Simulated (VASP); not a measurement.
Sc: single point with r2SCAN

The system is Sc.

```xyz
1
Lattice="0.0000 2.3245 2.3245 2.3245 0.0000 2.3245 2.3245 2.3245 0.0000" Properties=species:S:1:pos:R:3 pbc="T T T"
Sc    0.0000    0.0000    0.0000
```

This isn't the form of Sc at room conditions, which is hcp.

- Program: VASP 6.6.1
- Task: single point
- Functional: r2SCAN
- Potentials or basis: VASP PAW PBE potentials, release 64 (Sc_sv)
- Cutoff: 520 eV
- k mesh: 15 × 15 × 15
- Occupations: methfessel-paxton, width 0.05 eV
- Spin: no spin polarisation
- Dipole correction: no
- Further INCAR settings: ALGO = Normal; EDIFF = 1e-06; NBANDS = 12

```json
{
  "Pressure": "0.1 GPa",
  "Band gap on the k mesh": "zero (an odd number of electrons rules out a gap without spin polarisation)"
}
```

Levels at points of the mesh, in eV from the Fermi level:
| k point | band 2 | band 3 | band 4 | band 5 | band 6 | band 7 | band 8 | band 9 |
| --- | --- | --- | --- | --- | --- | --- | --- | --- |
| (0.00, 0.00, 0.00) | -29.05 | -29.05 | -29.05 | -5.52 | 1.78 | 1.78 | 1.78 | 3.20 |

Run time: 45 s on 1 thread of Intel(R) Xeon(R) Platinum 8559C (Emerald Rapids), with other jobs on the host, peak memory 0.17 GiB.

Caveat: the PAW data sets were made with another functional, which shifts forces and pressure a little.
